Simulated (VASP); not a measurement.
Runs of VASP 6.6.1 on MnO. The structure is that of space group Fm-3m (No. 225), or close to it. The cells are those of the table. 

```tsv
task	cell	gap on the mesh (eV)	pressure (GPa)	moment (μB)
single point	a = 3.127, b = 3.127, c = 3.142 Å, angles 59.8, 59.8, 60.3°, 2 atoms	none	1.2	4.73
electric field gradients	a = 3.142 Å, angles 60.0°, 2 atoms	none	0.1	4.76
electric field gradients	a = 3.111 Å, angles 60.0°, 2 atoms	none	3.4	4.67
electric field gradients	a = 3.132 Å, angles 60.0°, 2 atoms	none	1.2	4.73
single point	a = 3.174, b = 3.174, c = 3.142 Å, angles 60.3, 60.3, 59.3°, 2 atoms	none	-2.0	4.81
electric field gradients	a = 3.127 Å, angles 60.7°, 2 atoms	none	0.1	4.76
electric field gradients	a = 3.121 Å, angles 60.0°, 2 atoms	none	(a)	(b)
```

Alike in all rows: level PBE; potentials or basis VASP PAW PBE potentials, release 64 (Mn_pv, O); spin collinear, ferromagnetic start; k mesh 16 × 16 × 16; cutoff (eV) 520; smearing fermi-dirac 0.05 eV.

Question: Fill in the values left out.

Answer: (a) 2.3; (b) 4.70.

Caveats: a cell with one magnetic atom can't hold antiferromagnetic order, which such compounds often take; semilocal functionals often make such compounds metallic where correlation or magnetic order opens a gap, which also shifts bond lengths; the cell stands under pressure (at least some runs).

A gap of «none» marks levels without a gap at the run's occupations.
